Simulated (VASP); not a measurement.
# WSe2 in VASP: notebook

WSe2 is run at these levels: r2SCAN; tasks: single point.

Everything below comes from runs of VASP 6.6.1. Logs are shortened: lines on timing, memory, paths and dates and some standing lists are left out, and cuts for length are marked.

## Step 1: The cell of the first run

The cell holds a slab with vacuum, 3 atoms: a = 3.320 Å, b = 3.320 Å, c = 26.713 Å, α = 90.00°, β = 90.00°, γ = 120.00°.

## Step 2: Single point, r2SCAN

Contents of POSCAR:

```
WSe2
1.0
    3.3201978420     -0.0000000030      0.0000000000
   -1.6600989180      2.8753756780      0.0000000000
    0.0000000000      0.0000000000     26.7128648110
W Se
1 2
Direct
    0.6666666667      0.3333333333      0.5000000254
    0.3333333333      0.6666666667      0.5628242689
    0.3333333333      0.6666666667      0.4371757311
```

Contents of INCAR.step1:

```
  PREC = Accurate
  ENCUT = 440
  ISMEAR = 0
  SIGMA = 0.02
  LREAL = False
  LASPH = True
  NELM = 120
  LDIPOL = True
  IDIPOL = 3
  DIPOL = 0.5 0.5 0.500
  NBANDS = 20
  GGA = PE
  ALGO = Normal
  EDIFF = 1E-5
  LWAVE = True
  LCHARG = False
  GGA_COMPAT = False
  NELMDL = -8
```

Contents of INCAR.step2:

```
  PREC = Accurate
  ENCUT = 440
  EDIFF = 1E-6
  ISMEAR = 0
  SIGMA = 0.02
  LREAL = False
  LASPH = True
  NELM = 120
  ALGO = Normal
  ISIF = 2
  LWAVE = False
  LCHARG = False
  LDIPOL = True
  IDIPOL = 3
  DIPOL = 0.5 0.5 0.500
  METAGGA = R2SCAN
  LMIXTAU = True
  NBANDS = 20
  ISTART = 1
  GGA_COMPAT = False
```

Contents of KPOINTS:

```
regular mesh
0
Gamma
  12 12 1
```

Potentials or basis: VASP PAW PBE potentials, release 64 (W_sv, Se).

Command:

```console
cat potpaw_PBE.64/W_sv/POTCAR potpaw_PBE.64/Se/POTCAR > POTCAR
cp INCAR.step1 INCAR
mpirun -np 1 vasp_std > vasp.out
cp INCAR.step2 INCAR
mpirun -np 1 vasp_std > vasp.out
```

OUTCAR:

```text
PREC = Accurate
   ENCUT = 440
   EDIFF = 1E-6
   ISMEAR = 0
   LREAL = False
   LASPH = True
   NELM = 120
   ISIF = 2
   METAGGA = R2SCAN
   ISTART = 1

 ion  position               nearest neighbor table
   1  0.667  0.333  0.500-   2 2.55   2 2.55   2 2.55   3 2.55   3 2.55   3 2.55
   2  0.333  0.667  0.563-   1 2.55   1 2.55   1 2.55
   3  0.333  0.667  0.437-   1 2.55   1 2.55   1 2.55

  LATTYP: Found a hexagonal cell.
 ALAT       =     3.3201978420
 C/A-ratio  =     8.0455641748

  Lattice vectors:

 A1 = (   3.3201978420,  -0.0000000030,   0.0000000000)
 A2 = (  -1.6600989180,   2.8753756780,   0.0000000000)
 A3 = (   0.0000000000,   0.0000000000,  26.7128648110)

Analysis of symmetry for initial positions (statically):
=====================================================================
 Subroutine PRICEL returns:
 Original cell was already a primitive cell.

 Routine SETGRP: Setting up the symmetry group for a
 hexagonal supercell.

 Subroutine GETGRP returns: Found 12 space group operations
 (whereof 12 operations were pure point group operations)
 out of a pool of 24 trial point group operations.

The static configuration has the point symmetry D_3h.

Analysis of symmetry for dynamics (positions and initial velocities):
=====================================================================
 Subroutine PRICEL returns:
 Original cell was already a primitive cell.

 Routine SETGRP: Setting up the symmetry group for a
 hexagonal supercell.

 Subroutine GETGRP returns: Found 12 space group operations
 (whereof 12 operations were pure point group operations)
 out of a pool of 24 trial point group operations.

The dynamic configuration has the point symmetry D_3h.

 Subroutine INISYM returns: Found 12 space group operations
 (whereof 12 operations are pure point group operations),
 and found     1 'primitive' translations

----------------------------------------------------------------------------------------

                                     Primitive cell

  volume of cell :     255.0228

  direct lattice vectors                    reciprocal lattice vectors
     3.320197842 -0.000000003  0.000000000     0.301186871  0.173890321  0.000000000
    -1.660098918  2.875375678  0.000000000     0.000000000  0.347780642  0.000000000
     0.000000000  0.000000000 26.712864811     0.000000000  0.000000000  0.037435146

  length of vectors
     3.320197842  3.320197842 26.712864811     0.347780642  0.347780642  0.037435146

  position of ions in fractional coordinates (direct lattice)
     0.666666667  0.333333333  0.500000025
     0.333333333  0.666666667  0.562824269
     0.333333333  0.666666667  0.437175731

  ion indices of the primitive-cell ions
   primitive index   ion index
                 1           1
                 2           2
                 3           3

----------------------------------------------------------------------------------------

 KPOINTS: regular mesh

Automatic generation of k-mesh.
 Grid dimensions read from file:
 generate k-points for:   12   12    1

 Generating k-lattice:

  Cartesian coordinates                     Fractional coordinates (reciprocal lattice)
     0.025098906  0.014490860  0.000000000     0.083333333  0.000000000  0.000000000
     0.000000000  0.028981720  0.000000000     0.000000000  0.083333333  0.000000000
     0.000000000  0.000000000  0.037435146     0.000000000  0.000000000  1.000000000

  Length of vectors
     0.028981720  0.028981720  0.037435146

  Shift w.r.t. Gamma in fractional coordinates (k-lattice)
     0.000000000  0.000000000  0.000000000

 Subroutine IBZKPT returns following result:
 ===========================================

 Found     19 irreducible k-points:

 Following reciprocal coordinates:
            Coordinates               Weight
  0.000000  0.000000  0.000000      1.000000
  0.083333  0.000000  0.000000      6.000000
  0.166667  0.000000  0.000000      6.000000
  0.250000  0.000000  0.000000      6.000000
  0.333333  0.000000  0.000000      6.000000
  0.416667  0.000000  0.000000      6.000000
[... 11 lines left out ...]
  0.333333  0.250000  0.000000     12.000000
  0.333333  0.333333  0.000000      2.000000
   k-points           NKPTS =     19   k-points in BZ     NKDIM =     19   number of bands    NBANDS=     20
   number of dos      NEDOS =    301   number of ions     NIONS =      3
   total plane-waves  NPLWV = 110592
   dimension x,y,z NGX =    24 NGY =   24 NGZ =  192
   dimension x,y,z NGXF=    48 NGYF=   48 NGZF=  384
   ions per type =               1   2
   NGX,Y,Z   is equivalent  to a cutoff of  12.02, 12.02, 11.95 a.u.
   NGXF,Y,Z  is equivalent  to a cutoff of  24.03, 24.03, 23.90 a.u.
 SYSTEM =  unknown system
   PREC   = accura    normal or accurate (medium, high low for compatibility)
   ISTART =      1    job   : 0-new  1-cont  2-samecut
   ICHARG =      0    charge: 1-file 2-atom 10-const
   ISPIN  =      1    spin polarized calculation?
   LNONCOLLINEAR =      F non collinear calculations
   LSORBIT =      F    spin-orbit coupling
   LASPH  =      T    aspherical Exc in radial PAW
   ENCUT  =  440.0 eV  32.34 Ry    5.69 a.u.   5.68  5.68 45.69*2*pi/ulx,y,z
   NELM   =    120;   NELMIN=  2; NELMDL=  0     # of ELM steps
   EDIFF  = 0.1E-05   stopping-criterion for ELM
   LREAL  =      F    real-space projection
   EDIFFG = 0.1E-04   stopping-criterion for IOM
   NSW    =      0    number of steps for IOM
   IBRION =     -1    ionic relax: 0-MD 1-quasi-New 2-CG
   NFREE  =      0    steps in history (QN), initial steepest desc. (CG)
   ISIF   =      2    stress and relaxation
   ISYM   =      2    0-nonsym 1-usesym 2-fastsym
   POTIM  = 0.5000    time-step for ionic-motion
   TEBEG  =    0.0;   TEEND  =   0.0 temperature during run
   PSTRESS=    0.0 pullay stress
   NELECT =      26.0000    total number of electrons
   NUPDOWN=      -1.0000    fix difference up-down
   EMIN   =  10.00;   EMAX   =-10.00  energy-range for DOS
   EFERMI =   0.00;   METHOD = LEGACY
   ISMEAR =     0;   SIGMA  =   0.02  broadening in eV -4-tet -1-fermi 0-gaus
   EFERMI_NEDOS =   21; number of points for ismear=-14 and -15
   IALGO  =     38    algorithm
   IMIX   =      4    mixing-type and parameters
     AMIX     =   0.40;   BMIX     =  1.00
     AMIX_MAG =   1.60;   BMIX_MAG =  1.00
  volume/ion in A,a.u.               =      85.01       573.66
  Fermi-wavevector in a.u.,A,eV,Ry     =   0.764785  1.445235  7.958003  0.584897
  Thomas-Fermi vector in A             =   1.864763
   LORBIT       =      0    0 simple, 1 ext, 2 COOP (PROOUT), +10 PAW based schemes
   METAGGA = R2SCAN    functional components
   LHFCALC =     F    Hartree Fock is set to
   AEXX    =    0.0000 exact exchange contribution
   IVDW    =     0    specifies the selected vdW correction
   LEPSILON=     F    determine dielectric tensor
   LRPA    =     F    only Hartree local field effects (RPA)
 non-spin polarized calculation
 Gauss-broadening in eV      SIGMA  =   0.02
  energy-cutoff  :      440.00
  volume of cell :      255.02
 maximum number of plane-waves:      5371
 NGX is ok and might be reduce to    24
   NGX = 11   NGY = 11   NGZ = 91

 number of electron      25.9999998 magnetization

 dipolmoment           0.000000      0.000000     -0.000007 electrons x Angstroem

 Free energy of the ion-electron system (eV)
  ---------------------------------------------------
  ext. energy  EPLUGINS =         0.00000000
  ---------------------------------------------------
  free energy    TOTEN  =       -81.74497055 eV

  energy without entropy =      -81.74497055  energy(sigma->0) =      -81.74497055

 E-fermi :  -2.4827     XC(G=0):  -3.0140

 val. band max:       -2.6615296458   @ k =   0.3333   0.3333   0.0000
 cond. band min:      -1.0024928246   @ k =   0.3333   0.3333   0.0000
 fundamental gap:      1.6590368212
 Fermi energy:        -2.4827241487

 k-point     1 :       0.0000    0.0000    0.0000
  band No.  band energies     occupation
      1     -78.7060      2.00000
      2     -42.2722      2.00000
      3     -42.1699      2.00000
      4     -42.1699      2.00000
      5     -17.9849      2.00000
      6     -16.6837      2.00000
[... 12 lines left out ...]
     19       2.6545      0.00000
     20       2.7538      0.00000

 k-point     2 :       0.0833    0.0000    0.0000
  band No.  band energies     occupation
      1     -78.7053      2.00000
      2     -42.2693      2.00000
      3     -42.1852      2.00000
      4     -42.1735      2.00000
      5     -17.8798      2.00000
      6     -16.6312      2.00000
[... 12 lines left out ...]
     19       2.7868      0.00000
     20       2.9338      0.00000

 k-point     3 :       0.1667    0.0000    0.0000
  band No.  band energies     occupation
      1     -78.7034      2.00000
      2     -42.2613      2.00000
      3     -42.2265      2.00000
      4     -42.1832      2.00000
      5     -17.5785      2.00000
      6     -16.4815      2.00000
[... 12 lines left out ...]
     19       3.1704      0.00000
     20       3.3617      0.00000

 k-point     4 :       0.2500    0.0000    0.0000
  band No.  band energies     occupation
      1     -78.7008      2.00000
      2     -42.2826      2.00000
      3     -42.2504      2.00000
      4     -42.1965      2.00000
      5     -17.1265      2.00000
      6     -16.2593      2.00000
[... 12 lines left out ...]
     19       3.7826      0.00000
     20       3.9568      0.00000

 k-point     5 :       0.3333    0.0000    0.0000
  band No.  band energies     occupation
      1     -78.6983      2.00000
      2     -42.3380      2.00000
      3     -42.2394      2.00000
      4     -42.2098      2.00000
      5     -16.6092      2.00000
      6     -16.0117      2.00000
[... 12 lines left out ...]
     19       4.3780      0.00000
     20       4.5387      0.00000

 k-point     6 :       0.4167    0.0000    0.0000
  band No.  band energies     occupation
      1     -78.6964      2.00000
      2     -42.3783      2.00000
      3     -42.2314      2.00000
      4     -42.2195      2.00000
      5     -16.1687      2.00000
      6     -15.8097      2.00000
[... 12 lines left out ...]
     19       4.7456      0.00000
     20       4.9099      0.00000

 k-point     7 :       0.5000    0.0000    0.0000
  band No.  band energies     occupation
      1     -78.6957      2.00000
      2     -42.3930      2.00000
      3     -42.2284      2.00000
      4     -42.2230      2.00000
      5     -15.9888      2.00000
      6     -15.7303      2.00000
[... 12 lines left out ...]
     19       4.9510      0.00000
     20       4.9870      0.00000
[... 162 lines left out ...]
 k-point    15 :       0.3333    0.1667    0.0000
  band No.  band energies     occupation
      1     -78.6957      2.00000
      2     -42.3651      2.00000
      3     -42.2516      2.00000
      4     -42.2284      2.00000
      5     -16.0170      2.00000
      6     -15.7256      2.00000
[... 12 lines left out ...]
     19       5.3866      0.00000
     20       5.7211      0.00000

 k-point    16 :       0.4167    0.1667    0.0000
  band No.  band energies     occupation
      1     -78.6951      2.00000
      2     -42.3748      2.00000
      3     -42.2577      2.00000
      4     -42.2259      2.00000
      5     -15.8593      2.00000
      6     -15.6531      2.00000
[... 12 lines left out ...]
     19       5.6797      0.00000
     20       6.1994      0.00000

 k-point    17 :       0.2500    0.2500    0.0000
  band No.  band energies     occupation
      1     -78.6957      2.00000
      2     -42.3518      2.00000
      3     -42.2651      2.00000
      4     -42.2284      2.00000
      5     -16.0262      2.00000
      6     -15.7240      2.00000
[... 12 lines left out ...]
     19       5.1406      0.00000
     20       5.7158      0.00000

 k-point    18 :       0.3333    0.2500    0.0000
  band No.  band energies     occupation
      1     -78.6948      2.00000
      2     -42.3546      2.00000
      3     -42.2875      2.00000
      4     -42.2244      2.00000
      5     -15.7841      2.00000
      6     -15.6068      2.00000
[... 12 lines left out ...]
     19       4.7616      0.00000
     20       6.3484      0.00000

 k-point    19 :       0.3333    0.3333    0.0000
  band No.  band energies     occupation
      1     -78.6944      2.00000
      2     -42.3369      2.00000
      3     -42.3144      2.00000
      4     -42.2229      2.00000
      5     -15.6968      2.00000
      6     -15.5610      2.00000
[... 12 lines left out ...]
     19       4.0683      0.00000
     20       6.6265      0.00000

------------------------ aborting loop because EDIFF is reached ----------------------------------------

 vacuum level on the upper side and lower side of the slab       (xc-potential included)         0.067         0.067

  FORCE on cell =-STRESS in cart. coord.  units (eV):
  Direction    XX          YY          ZZ          XY          YZ          ZX
  --------------------------------------------------------------------------------------
  -------------------------------------------------------------------------------------
  Total       -0.4644647     -0.4644647     -1.0374715     -0.0000000     -0.0000000     -0.0000000
  in kB       -2.9179933     -2.9179933     -6.5179008     -0.0000000     -0.0000000     -0.0000000
  external PRESSURE =      -4.1179625 kB  Pullay stress =       0.0000000 kB

 VOLUME and BASIS-vectors are now :
 -----------------------------------------------------------------------------
  energy-cutoff  :      440.00
  volume of cell :      255.02
      direct lattice vectors                 reciprocal lattice vectors
     3.320197842 -0.000000003  0.000000000     0.301186871  0.173890321  0.000000000
    -1.660098918  2.875375678  0.000000000     0.000000000  0.347780642  0.000000000
     0.000000000  0.000000000 26.712864811     0.000000000  0.000000000  0.037435146

 POSITION                                       TOTAL-FORCE (eV/Angst)
 -----------------------------------------------------------------------------------
      1.66010      0.95846     13.35643        -0.000000      0.000000      0.000000
      0.00000      1.91692     15.03465         0.000000     -0.000000     -0.302891
      0.00000      1.91692     11.67822         0.000000     -0.000000      0.302891
 -----------------------------------------------------------------------------------
    total drift:                                0.000000     -0.000000     -0.001518

  FREE ENERGIE OF THE ION-ELECTRON SYSTEM (eV)
  ---------------------------------------------------
  free  energy   TOTEN  =       -81.7449705544 eV

  energy  without entropy=      -81.7449705544  energy(sigma->0) =      -81.74497055

 vacuum level on the upper side and lower side of the slab         2.698         2.698
```

Run time: 14 min. Hardware: 1 thread of Intel Xeon 8259CL, shared host; peak memory 0.4 GiB.

What came out:

* Free energy: -81.7450 eV
* Largest force: 0.303 eV/Å
* Band gap on the k mesh: 1.66 eV

Forces in eV/Å, atoms in the order of the input:
```
W    0.000  0.000  0.000
Se   0.000  0.000 -0.303
Se   0.000  0.000  0.303
```

Caveat: the PAW data sets were made with another functional, which shifts forces and pressure a little; spin-orbit coupling is left out, which moves the levels of the heavy elements.

[end of part 1 of 2]
